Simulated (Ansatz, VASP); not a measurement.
# MnO in VASP and in Ansatz

```
Mn O
1.0
     2.67239    0.00000    0.00000
     0.00000    2.67239    0.00000
     0.00000    0.00000    2.67239
Mn O
1 1
Direct
  0.00000 0.00000 0.00000
  0.50000 0.50000 0.50000
```

Alike in both runs: task single point; functional PBE; k mesh 10 × 10 × 10; occupations fermi-dirac, width 0.05 eV; collinear spin.

|  | VASP | Ansatz |
| --- | --- | --- |
| version | VASP 6.6.1 | Ansatz 0.2.0 |
| potentials or method | VASP PAW PBE potentials, release 64 (Mn_pv, O) | Ansatz PAW |
| plane-wave cutoff (eV) | 520 | 420 |
| valence electrons in the cell | 19 | 21 |

Ansatz gave:

```
gap on the k mesh at the Fermi level (eV)                     : none
pressure (GPa)                                                : 5.6
net moment per atom (μB)                                      : 2.09
size of the moment on the site where the two differ most (μB) : 3.69
```

Task: Which values does VASP return?

Result: gap on the k mesh at the Fermi level (eV): none; pressure (GPa): 5.9; net moment per atom (μB): 2.10; size of the moment on the site where the two differ most (μB): 3.90.

Site moments also hang on the region over which each program counts them. A gap of «none» marks a metal or a gap that the smearing closes. The functional is the same, so the differences come from potentials, cutoffs and numerics. VASP's potentials hold 19 valence electrons a cell and Ansatz's 21, so a difference there can come from the potentials and not from the codes.
